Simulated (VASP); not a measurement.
A run of VASP 6.6.1:

File INCAR:

```
ALGO = Normal
EDIFF = 1E-6
ENCUT = 520
GGA = PE
ISIF = 2
ISMEAR = 0
LASPH = True
LCHARG = False
LREAL = False
LWAVE = False
NBANDS = 26
NELM = 100
PREC = Accurate
SIGMA = 0.05
```

KPOINTS

```
k-points
0
Gamma
  6 6 6
```

File POSCAR:

```
MgO
1.0
    4.2538458108      0.0000000000      0.0000000000
    0.0000000000     -4.2538458108      0.0000000000
    0.0000000000      0.0000000000     -4.2538458108
Mg O
4 4
Direct
   -0.0623353677     -0.0623353677      0.0000000000
    0.5000000000      0.5000000000      0.0000000000
    0.5000000000      0.0000000000      0.5000000000
    0.0000000000      0.5000000000      0.5000000000
    0.5000000000      0.0000000000      0.0000000000
    0.0000000000      0.5000000000      0.0000000000
    0.0000000000      0.0000000000      0.5000000000
    0.5000000000      0.5000000000      0.5000000000
```

Potentials or basis: VASP PAW PBE potentials, release 64 (Mg, O).

Run with:

```bash
$ cat potpaw_PBE.64/Mg/POTCAR potpaw_PBE.64/O/POTCAR > POTCAR
$ mpirun -np 1 vasp_std > vasp.out
```

Hardware: 1 thread of Intel Xeon 8259CL, on a shared host.

Q: Estimate the wall time of this run.

A: Run time: 91 s on 1 thread of Intel Xeon 8259CL, with other jobs on the host, peak memory 0.22 GiB. Counts: scf iterations 13, k points 52.
